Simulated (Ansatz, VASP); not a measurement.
Two plane-wave programs on LaZn

```
La Zn
1.0
     3.75000    0.00000    0.00000
     0.00000    3.75000    0.00000
     0.00000    0.00000    3.75000
La Zn
1 1
Direct
  0.50000 0.50000 0.50000
  0.00000 0.00000 0.00000
```

Alike in both runs: task electric field gradients; functional LDA; k mesh 9 × 9 × 9; occupations fermi-dirac, width 0.05 eV; no spin polarisation.

|  | VASP | Ansatz |
| --- | --- | --- |
| version | VASP 6.6.1 | Ansatz 0.2.0 |
| potentials or method | VASP PAW LDA potentials, release 64 (La, Zn) | PAW with Ansatz's default frozen-core files, scalar-relativistic |
| plane-wave cutoff (eV) | 520 | 420 |
| valence electrons in the cell | 23 | 23 |

```csv
,VASP,Ansatz,Ansatz less VASP
pressure (GPa),-4.0,-4.0,-0.05
```

LDA's correlation is that of Perdew and Zunger in VASP and of Perdew and Wang (1992) in Ansatz.

Spin-orbit coupling is off throughout.
